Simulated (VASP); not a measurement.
# Ba (Im-3m) in VASP: further runs

Ba is run at these levels: PBE; tasks: single point.

All numbers are computed with VASP 6.6.1; they aren't measurements. Logs are shortened: lines on timing, memory, paths and dates and some standing lists are left out, and cuts for length are marked.

**1. The cell of the first run**

It takes space group Im-3m (No. 229, cubic). Conventional cell: a = 5.025 Å, b = 5.025 Å, c = 5.025 Å, α = 90.00°, β = 90.00°, γ = 90.00°. Within 5.7 Å of Ba (site symmetry m-3m) lie 14 Ba at 4.35 to 5.02 Å.

**2. Single point, PBE, non-collinear spin, zero start, spin-orbit coupling**

INCAR reads:

```
ALGO     = Normal         # electronic algorithm
EDIFF    = 1E-6           # SCF threshold, eV
ENCUT    = 520            # plane-wave cutoff, eV
GGA      = PE             # functional
GGA_COMPAT= F            
ISIF     = 2              # what is computed and relaxed
ISMEAR   = -1             # smearing method
LASPH    = T              # aspherical terms in the spheres
LCHARG   = F              # write CHGCAR
LORBIT   = 11             # projections on sites
LORBMOM  = T            
LREAL    = F              # projectors in reciprocal space
LSORBIT  = T              # spin-orbit coupling
LWAVE    = F              # write WAVECAR
MAGMOM   = 0 0 0          # initial moments
NBANDS   = 21             # bands
NELM     = 150            # most SCF steps
PREC     = Accurate       # precision mode
SIGMA    = 0.1            # smearing width, eV
```

KPOINTS reads:

```
k-points
0
Gamma
  9 9 9
```

POSCAR reads:

```
Ba
1.0
   -2.5124917513      2.5124917513      2.5124917513
    2.5124917513     -2.5124917513      2.5124917513
    2.5124917513      2.5124917513     -2.5124917513
Ba
1
Direct
    0.0000000000      0.0000000000      0.0000000000
```

Potentials or basis: VASP PAW PBE potentials, release 64 (Ba_sv).

On the command line:

```sh
$ cat potpaw_PBE.64/Ba_sv/POTCAR > POTCAR
$ mpirun -np 1 vasp_ncl > vasp.out
```

OUTCAR:

```text
EDIFF = 1E-6
   ENCUT = 520
   GGA = PE
   ISIF = 2
   ISMEAR = -1
   LASPH = T
   LORBIT = 11
   LREAL = F
   LSORBIT = T
   NELM = 150
   PREC = Accurate

 ion  position               nearest neighbor table
   1  0.000  0.000  0.000-

  LATTYP: Found a body centered cubic cell.
 ALAT       =     5.0249835026

  Lattice vectors:

 A1 = (  -2.5124917513,   2.5124917513,   2.5124917513)
 A2 = (   2.5124917513,  -2.5124917513,   2.5124917513)
 A3 = (   2.5124917513,   2.5124917513,  -2.5124917513)

Analysis of symmetry for initial positions (statically):
=====================================================================
 Subroutine PRICEL returns:
 Original cell was already a primitive cell.

 Routine SETGRP: Setting up the symmetry group for a
 body centered cubic supercell.

 Subroutine GETGRP returns: Found 48 space group operations
 (whereof 48 operations were pure point group operations)
 out of a pool of 48 trial point group operations.

The static configuration has the point symmetry O_h .

Analysis of symmetry for dynamics (positions and initial velocities):
=====================================================================
 Subroutine PRICEL returns:
 Original cell was already a primitive cell.

 Routine SETGRP: Setting up the symmetry group for a
 body centered cubic supercell.

 Subroutine GETGRP returns: Found 48 space group operations
 (whereof 48 operations were pure point group operations)
 out of a pool of 48 trial point group operations.

The dynamic configuration has the point symmetry O_h .

Analysis of structural, dynamic, and magnetic symmetry:
=====================================================================
 Subroutine PRICEL returns:
 Original cell was already a primitive cell.

 Routine SETGRP: Setting up the symmetry group for a
 body centered cubic supercell.

 Subroutine GETGRP returns: Found 48 space group operations
 (whereof 48 operations were pure point group operations)
 out of a pool of 48 trial point group operations.

The overall configuration has the point symmetry O_h .

 Subroutine INISYM returns: Found 48 space group operations
 (whereof 48 operations are pure point group operations),
 and found     1 'primitive' translations

----------------------------------------------------------------------------------------

                                     Primitive cell

  volume of cell :      63.4416

  direct lattice vectors                    reciprocal lattice vectors
    -2.512491751  2.512491751  2.512491751     0.000000000  0.199005628  0.199005628
     2.512491751 -2.512491751  2.512491751     0.199005628  0.000000000  0.199005628
     2.512491751  2.512491751 -2.512491751     0.199005628  0.199005628  0.000000000

  length of vectors
     4.351763367  4.351763367  4.351763367     0.281436459  0.281436459  0.281436459

  position of ions in fractional coordinates (direct lattice)
     0.000000000  0.000000000  0.000000000

  ion indices of the primitive-cell ions
   primitive index   ion index
                 1           1

----------------------------------------------------------------------------------------

 KPOINTS: k-points

Automatic generation of k-mesh.
 Grid dimensions read from file:
 generate k-points for:    9    9    9

 Generating k-lattice:

  Cartesian coordinates                     Fractional coordinates (reciprocal lattice)
     0.000000000  0.022111736  0.022111736     0.111111111  0.000000000  0.000000000
     0.022111736  0.000000000  0.022111736     0.000000000  0.111111111  0.000000000
     0.022111736  0.022111736  0.000000000     0.000000000  0.000000000  0.111111111

[... 48 lines left out ...]
   ISTART =      0    job   : 0-new  1-cont  2-samecut
   ICHARG =      2    charge: 1-file 2-atom 10-const
   ISPIN  =      1    spin polarized calculation?
   LNONCOLLINEAR =      T non collinear calculations
   LSORBIT =      T    spin-orbit coupling
   LASPH  =      T    aspherical Exc in radial PAW
   ENCUT  =  520.0 eV  38.22 Ry    6.18 a.u.   8.09  8.09  8.09*2*pi/ulx,y,z
   NELM   =    150;   NELMIN=  2; NELMDL= -5     # of ELM steps
   EDIFF  = 0.1E-05   stopping-criterion for ELM
   LREAL  =      F    real-space projection
   EDIFFG = 0.1E-04   stopping-criterion for IOM
   NSW    =      0    number of steps for IOM
   IBRION =     -1    ionic relax: 0-MD 1-quasi-New 2-CG
   NFREE  =      0    steps in history (QN), initial steepest desc. (CG)
   ISIF   =      2    stress and relaxation
   ISYM   =      2    0-nonsym 1-usesym 2-fastsym
   POTIM  = 0.5000    time-step for ionic-motion
   TEBEG  =    0.0;   TEEND  =   0.0 temperature during run
   PSTRESS=    0.0 pullay stress
   NELECT =      10.0000    total number of electrons
   NUPDOWN=      -1.0000    fix difference up-down
   EMIN   =  10.00;   EMAX   =-10.00  energy-range for DOS
   EFERMI =   0.00;   METHOD = LEGACY
   ISMEAR =    -1;   SIGMA  =   0.10  broadening in eV -4-tet -1-fermi 0-gaus
   EFERMI_NEDOS =   21; number of points for ismear=-14 and -15
   IALGO  =     38    algorithm
   IMIX   =      4    mixing-type and parameters
     AMIX     =   0.40;   BMIX     =  1.00
     AMIX_MAG =   1.60;   BMIX_MAG =  1.00
  volume/ion in A,a.u.               =      63.44       428.12
  Fermi-wavevector in a.u.,A,eV,Ry     =   0.884335  1.671151 10.640416  0.782049
  Thomas-Fermi vector in A             =   2.005221
   LORBIT       =     11    0 simple, 1 ext, 2 COOP (PROOUT), +10 PAW based schemes
   GGA     = PE    functional components
   LHFCALC =     F    Hartree Fock is set to
   AEXX    =    0.0000 exact exchange contribution
   IVDW    =     0    specifies the selected vdW correction
   LEPSILON=     F    determine dielectric tensor
   LRPA    =     F    only Hartree local field effects (RPA)
  energy-cutoff  :      520.00
  volume of cell :       63.44
 maximum number of plane-waves:      3460
   NGX = 17   NGY = 17   NGZ = 17

 number of electron      10.0000000 magnetization       0.0000000      0.0000000      0.0000000

 number of electron      10.0000000 magnetization      -0.0000000      0.0000000      0.0000000

 number of electron      10.0000000 magnetization       0.0000000     -0.0000000     -0.0000000

 Free energy of the ion-electron system (eV)
  ---------------------------------------------------
  ext. energy  EPLUGINS =         0.00000000
  ---------------------------------------------------
  free energy    TOTEN  =        -2.12749074 eV

  energy without entropy =       -2.08272637  energy(sigma->0) =       -2.10510856

 E-fermi :   1.6367     XC(G=0):  -7.3877

 val. band max:        1.5139936719   @ k =  -0.4444  -0.4444   0.2222
 cond. band min:       1.6637899238   @ k =   0.3333   0.2222   0.1111
 fundamental gap:      0.1497962518
 Fermi energy:         1.6367312852

 k-point     1 :       0.0000    0.0000    0.0000
  band No.  band energies     occupation
      1     -27.2747      1.00000
      2     -27.2747      1.00000
      3     -13.5966      1.00000
      4     -13.5966      1.00000
      5     -11.5907      1.00000
      6     -11.5907      1.00000
[... 565 lines left out ...]
     20       7.0058      0.00000
     21       7.4030      0.00000

 [... further k-points ...]

------------------------ aborting loop because EDIFF is reached ----------------------------------------

  FORCE on cell =-STRESS in cart. coord.  units (eV):
  Direction    XX          YY          ZZ          XY          YZ          ZX
  --------------------------------------------------------------------------------------
  -------------------------------------------------------------------------------------
  Total        0.0100274      0.0100274      0.0100274     -0.0000000      0.0000000     -0.0000000
  in kB        0.2532351      0.2532351      0.2532351     -0.0000000      0.0000000     -0.0000000
  external PRESSURE =       0.2532351 kB  Pullay stress =       0.0000000 kB

 VOLUME and BASIS-vectors are now :
 -----------------------------------------------------------------------------
  energy-cutoff  :      520.00
  volume of cell :       63.44
      direct lattice vectors                 reciprocal lattice vectors
    -2.512491751  2.512491751  2.512491751     0.000000000  0.199005628  0.199005628
     2.512491751 -2.512491751  2.512491751     0.199005628  0.000000000  0.199005628
     2.512491751  2.512491751 -2.512491751     0.199005628  0.199005628  0.000000000

 POSITION                                       TOTAL-FORCE (eV/Angst)
 -----------------------------------------------------------------------------------
      0.00000      0.00000      0.00000        -0.000000     -0.000000     -0.000000
 -----------------------------------------------------------------------------------
    total drift:                                0.000000      0.000000      0.000000

  FREE ENERGIE OF THE ION-ELECTRON SYSTEM (eV)
  ---------------------------------------------------
  free  energy   TOTEN  =        -2.1274907409 eV

  energy  without entropy=       -2.0827263731  energy(sigma->0) =       -2.10510856

 orbital moment (x)

 # of ion     p       d       tot
 ----------------------------------------
  1         0.000   0.000   0.000
 ----------------------------------------
            0.000   0.000   0.000

 orbital moment (y)

 # of ion     p       d       tot
 ----------------------------------------
  1         0.000   0.000   0.000
 ----------------------------------------
            0.000   0.000   0.000

 orbital moment (z)

 # of ion     p       d       tot
 ----------------------------------------
  1         0.000   0.000   0.000
 ----------------------------------------
            0.000   0.000   0.000

 Spin-Orbit-Coupling matrix elements

 Ion:    1  E_soc:     -0.3983765
 l=   1
     0.0000000    -0.0662539    -0.0662539
    -0.0662539     0.0000000    -0.0662539
    -0.0662539    -0.0662539     0.0000000
 l=   2
     0.0000000     0.0000194     0.0000000     0.0000194    -0.0001616
     0.0000194     0.0000000    -0.0001212     0.0000194    -0.0000404
     0.0000000    -0.0001212     0.0000000    -0.0001212     0.0000000
     0.0000194     0.0000194    -0.0001212     0.0000000    -0.0000404
    -0.0001616    -0.0000404     0.0000000    -0.0000404     0.0000000
 l=   3
     0.0000000     0.0000000     0.0000000     0.0000000     0.0000000     0.0000000     0.0000000
     0.0000000     0.0000000     0.0000000     0.0000000     0.0000000     0.0000000     0.0000000
     0.0000000     0.0000000     0.0000000     0.0000000     0.0000000     0.0000000     0.0000000
     0.0000000     0.0000000     0.0000000     0.0000000     0.0000000     0.0000000     0.0000000
     0.0000000     0.0000000     0.0000000     0.0000000     0.0000000     0.0000000     0.0000000
     0.0000000     0.0000000     0.0000000     0.0000000     0.0000000     0.0000000     0.0000000
     0.0000000     0.0000000     0.0000000     0.0000000     0.0000000     0.0000000     0.0000000

 total charge

# of ion       s       p       d       tot
------------------------------------------
    1        2.067   5.549   0.273   7.889

 magnetization (x)

# of ion       s       p       d       tot
------------------------------------------
    1        0.000  -0.000   0.000   0.000

 magnetization (y)

# of ion       s       p       d       tot
------------------------------------------
    1       -0.000  -0.000   0.000  -0.000

 magnetization (z)

# of ion       s       p       d       tot
------------------------------------------
    1       -0.000  -0.000   0.000  -0.000
```

Wall time 66 s (1 thread of Intel Xeon Platinum 8259CL at 2.50GHz (Skylake/Cascade Lake), shared host); peak memory 0.34 GiB.

Results:

| Quantity | Value |
| --- | --- |
| Free energy | -2.1275 eV |
| Pressure | 0.0 GPa |
| Net moment | 0.00 μB per cell |
| Valence electrons inside the program's atomic spheres | Ba 7.89 |

Moments on the atoms (μB; x, y, z):
```
Ba  0.00 0.00 0.00
```

**3. Single point, PBE**

INCAR reads:

```
SYSTEM = Ba
  PREC = Accurate
  ENCUT = 500
  EDIFF = 1E-6
  ISMEAR = -1
  SIGMA = 0.1
  LREAL = .False.
  LASPH = .True.
  NELM = 120
  ALGO = Normal
  ISIF = 2
  LWAVE = .False.
  LCHARG = .True.
  GGA = PE
  LELF = .True.
  LVHAR = .True.
  NBANDS = 11
  GGA_COMPAT = .False.
```

KPOINTS reads:

```
regular mesh
0
Gamma
  5 5 5
  0 0 0
```

POSCAR reads:

```
Ba
1.0
   -2.5124917494      2.5124917494      2.5124917494
    2.5124917494     -2.5124917494      2.5124917494
    2.5124917494      2.5124917494     -2.5124917494
Ba
1
Direct
    0.0000000000      0.0000000000      0.0000000000
```

Potentials or basis: VASP PAW PBE potentials, release 64 (Ba_sv).

On the command line:

```sh
$ cat potpaw_PBE.64/Ba_sv/POTCAR > POTCAR
$ mpirun -np 1 vasp_std > vasp.out
```

OUTCAR:

```text
SYSTEM = Ba
   PREC = Accurate
   ENCUT = 500
   EDIFF = 1E-6
   ISMEAR = -1
   LREAL = .False.
   LASPH = .True.
   NELM = 120
   ISIF = 2
   GGA = PE

 ion  position               nearest neighbor table
   1  0.000  0.000  0.000-

  LATTYP: Found a body centered cubic cell.
 ALAT       =     5.0249834988

  Lattice vectors:

 A1 = (  -2.5124917494,   2.5124917494,   2.5124917494)
 A2 = (   2.5124917494,  -2.5124917494,   2.5124917494)
 A3 = (   2.5124917494,   2.5124917494,  -2.5124917494)

Analysis of symmetry for initial positions (statically):
=====================================================================
 Subroutine PRICEL returns:
 Original cell was already a primitive cell.

 Routine SETGRP: Setting up the symmetry group for a
 body centered cubic supercell.

 Subroutine GETGRP returns: Found 48 space group operations
 (whereof 48 operations were pure point group operations)
 out of a pool of 48 trial point group operations.

The static configuration has the point symmetry O_h .

Analysis of symmetry for dynamics (positions and initial velocities):
=====================================================================
 Subroutine PRICEL returns:
 Original cell was already a primitive cell.

 Routine SETGRP: Setting up the symmetry group for a
 body centered cubic supercell.

 Subroutine GETGRP returns: Found 48 space group operations
 (whereof 48 operations were pure point group operations)
 out of a pool of 48 trial point group operations.

The dynamic configuration has the point symmetry O_h .

 Subroutine INISYM returns: Found 48 space group operations
 (whereof 48 operations are pure point group operations),
 and found     1 'primitive' translations

----------------------------------------------------------------------------------------

                                     Primitive cell

[... 95 lines left out ...]
  Fermi-wavevector in a.u.,A,eV,Ry     =   0.884335  1.671151 10.640416  0.782049
  Thomas-Fermi vector in A             =   2.005221
   LORBIT       =      0    0 simple, 1 ext, 2 COOP (PROOUT), +10 PAW based schemes
   GGA     = PE    functional components
   LHFCALC =     F    Hartree Fock is set to
   AEXX    =    0.0000 exact exchange contribution
   IVDW    =     0    specifies the selected vdW correction
   LEPSILON=     F    determine dielectric tensor
   LRPA    =     F    only Hartree local field effects (RPA)
 non-spin polarized calculation
  energy-cutoff  :      500.00
  volume of cell :       63.44
 maximum number of plane-waves:      1625
   NGX = 15   NGY = 15   NGZ = 15

 number of electron      10.0000000 magnetization

 Free energy of the ion-electron system (eV)
  ---------------------------------------------------
  ext. energy  EPLUGINS =         0.00000000
  ---------------------------------------------------
  free energy    TOTEN  =        -1.93434850 eV

  energy without entropy =       -1.89500208  energy(sigma->0) =       -1.91467529

 E-fermi :   1.6746     XC(G=0):  -7.3855

 val. band max:        1.3002465605   @ k =  -0.4000   0.4000   0.4000
 cond. band min:       1.6752305397   @ k =  -0.4000  -0.4000   0.2000
 fundamental gap:      0.3749839793
 Fermi energy:         1.6745803378

 k-point     1 :       0.0000    0.0000    0.0000
  band No.  band energies     occupation
      1     -27.2698      2.00000
      2     -12.2235      2.00000
      3     -12.2235      2.00000
      4     -12.2235      2.00000
      5      -1.1224      2.00000
      6       3.4484      0.00000
      7       3.4484      0.00000
      8       3.4484      0.00000
      9       4.8389      0.00000
     10       4.8389      0.00000
     11       8.5389      0.00000
[... 113 lines left out ...]
 k-point    10 :      -0.4000    0.4000    0.4000
  band No.  band energies     occupation
      1     -27.2026      2.00000
      2     -12.5348      2.00000
      3     -12.5049      2.00000
      4     -12.5049      2.00000
      5       1.2868      1.95945
      6       1.3002      1.95375
      7       4.6823      0.00000
      8       4.6823      0.00000
      9       5.1583      0.00000
     10       5.8788      0.00000
     11       8.0238      0.00000

------------------------ aborting loop because EDIFF is reached ----------------------------------------

  FORCE on cell =-STRESS in cart. coord.  units (eV):
  Direction    XX          YY          ZZ          XY          YZ          ZX
  --------------------------------------------------------------------------------------
  -------------------------------------------------------------------------------------
  Total       -0.0156080     -0.0156080     -0.0156080      0.0000000      0.0000000      0.0000000
  in kB       -0.3941696     -0.3941696     -0.3941696      0.0000000      0.0000000      0.0000000
  external PRESSURE =      -0.3941696 kB  Pullay stress =       0.0000000 kB

 VOLUME and BASIS-vectors are now :
 -----------------------------------------------------------------------------
  energy-cutoff  :      500.00
  volume of cell :       63.44
      direct lattice vectors                 reciprocal lattice vectors
    -2.512491749  2.512491749  2.512491749     0.000000000  0.199005629  0.199005629
     2.512491749 -2.512491749  2.512491749     0.199005629  0.000000000  0.199005629
     2.512491749  2.512491749 -2.512491749     0.199005629  0.199005629  0.000000000

 POSITION                                       TOTAL-FORCE (eV/Angst)
 -----------------------------------------------------------------------------------
      0.00000      0.00000      0.00000         0.000000      0.000000     -0.000000
 -----------------------------------------------------------------------------------
    total drift:                                0.000000      0.000000      0.000000

  FREE ENERGIE OF THE ION-ELECTRON SYSTEM (eV)
  ---------------------------------------------------
  free  energy   TOTEN  =        -1.9343484978 eV

  energy  without entropy=       -1.8950020766  energy(sigma->0) =       -1.91467529
```

stdout:

```text
POSCAR found type information on POSCAR Ba
 POSCAR found :  1 types and       1 ions
 scaLAPACK will be used
 LDA part: xc-table for (Slater+PW92), standard interpolation
 POSCAR, INCAR and KPOINTS ok, starting setup
 FFT: planning ... GRIDC
 FFT: planning ... GRID_SOFT
 FFT: planning ... GRID
 WAVECAR not read
 entering main loop
```

Wall time 3.5 s (1 thread of Intel Xeon Platinum 8481C at 2.70GHz (Sapphire Rapids), shared host); peak memory 0.17 GiB.

Results:

```
Free energy            : -1.9343 eV
Pressure               : 0.0 GPa
Band gap on the k mesh : zero (band 5 reaches 1.79 eV, above the bottom of band 6 at 1.30 eV)
```

Levels at points of the mesh, in eV from the Fermi level:
| k point | band 3 | band 4 | band 5 | band 6 | band 7 | band 8 |
| --- | --- | --- | --- | --- | --- | --- |
| (0.00, 0.00, 0.00) | -13.90 | -13.90 | -2.80 | 1.77 | 1.77 | 1.77 |

Caveat: spin-orbit coupling is left out, which moves the levels of the heavy elements.
